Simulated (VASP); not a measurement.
Cr2PbO3, 6 atoms in the cell. Symmetry: P-4m2, No. 115, tetragonal system. Conventional cell: a = 3.218 Å, b = 3.218 Å, c = 8.227 Å, α = 90.00°, β = 90.00°, γ = 90.00°. Cr (site symmetry 2mm) has 5 O at 2.10 to 2.28 Å within 2.8 Å. Within 3.0 Å of Pb (site symmetry -4m2) lie 4 O at 2.28 Å. O (site symmetry -4m2) has 4 Pb at 2.28 Å within 3.0 Å. O (site symmetry 2mm) has 5 Cr at 2.10 to 2.28 Å within 2.8 Å. The cell was generated, and may not be a known phase.

- Program: VASP 6.6.1
- Task: single point
- Functional: PBE
- Potentials or basis: VASP PAW PBE potentials, release 64 (Cr_pv, Pb_d, O)
- Cutoff: 520 eV
- k mesh: 4 × 4 × 2
- Occupations: gaussian, width 0.15 eV
- Spin: collinear spin, ferromagnetic start
- Starting moments: [3.0, 3.0, 0.0, 0.0, 0.0, 0.0] μB
- Dipole correction: no
- Further INCAR settings: ALGO = Normal; EDIFF = 1e-06; NBANDS = 41

Potentials or basis: VASP PAW PBE potentials, release 64 (Cr_pv, Pb_d, O).

Command:

```sh
$ cat potpaw_PBE.64/Cr_pv/POTCAR potpaw_PBE.64/Pb_d/POTCAR potpaw_PBE.64/O/POTCAR > POTCAR
$ mpirun -np 1 vasp_std > vasp.out
```

Hardware: 1 thread of Intel(R) Xeon(R) Platinum 8488C (Sapphire Rapids), on a shared host.

Task: How long does it take, and how much memory?

Result: Run time: 53 s on 1 thread of Intel(R) Xeon(R) Platinum 8488C (Sapphire Rapids), with other jobs on the host, peak memory 0.25 GiB. Counts: scf iterations 19, k points 12.
